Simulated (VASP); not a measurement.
Set up this calculation in VASP 6.6.1, as the native input.

```
Task                   : single point
Functional             : PBE
Potentials or basis    : VASP PAW PBE potentials, release 64 (Cd, S)
Cutoff                 : 500 eV
k mesh                 : 6 × 6 × 6
Occupations            : gaussian, width 0.02 eV
Spin                   : no spin polarisation
Dipole correction      : no
Further INCAR settings : ALGO = Normal; EDIFF = 1e-06; NBANDS = 16
```

The structure of CdS lies in POSCAR:

```
CdS
1.0
    0.0291650000      2.9310825000      2.9310825000
    2.9310825000      0.0291650000      2.9310825000
    2.9310825000      2.9310825000      0.0291650000
Cd S
1 1
Direct
    0.0000000000      0.0000000000      0.0000000000
    0.2500000000      0.2500000000      0.2500000000
```

These files were run (other wordings do the same):

INCAR

```
SYSTEM = CdS
PREC     = Accurate       ! precision mode
ENCUT    = 500            ! plane-wave cutoff, eV
EDIFF    = 1E-6           ! SCF threshold, eV
ISMEAR   = 0              ! smearing method
SIGMA    = 0.02           ! smearing width, eV
LREAL    = .False.        ! projectors in reciprocal space
LASPH    = .True.         ! aspherical terms in the spheres
NELM     = 120            ! most SCF steps
ALGO     = Normal         ! electronic algorithm
ISIF     = 2              ! what is computed and relaxed
LWAVE    = .False.        ! write WAVECAR
LCHARG   = .False.        ! write CHGCAR
GGA      = PE             ! functional
NBANDS   = 16             ! bands
GGA_COMPAT= .False.
```

KPOINTS

```
Automatic mesh
0
Gamma
  6 6 6
  0 0 0
```

Potentials or basis: VASP PAW PBE potentials, release 64 (Cd, S).

The run is started by

```sh
$ cat potpaw_PBE.64/Cd/POTCAR potpaw_PBE.64/S/POTCAR > POTCAR
$ mpirun -np 1 vasp_std > vasp.out
```

It gave:

* Pressure: 3.2 GPa
* Largest force: 0.119 eV/Å
* Band gap on the k mesh: 1.13 eV

Caveat: the cell stands under pressure.

Run time: 15 s on 1 thread of Intel(R) Xeon(R) 6975P-C (Granite Rapids) (shared host), peak memory 0.17 GiB.
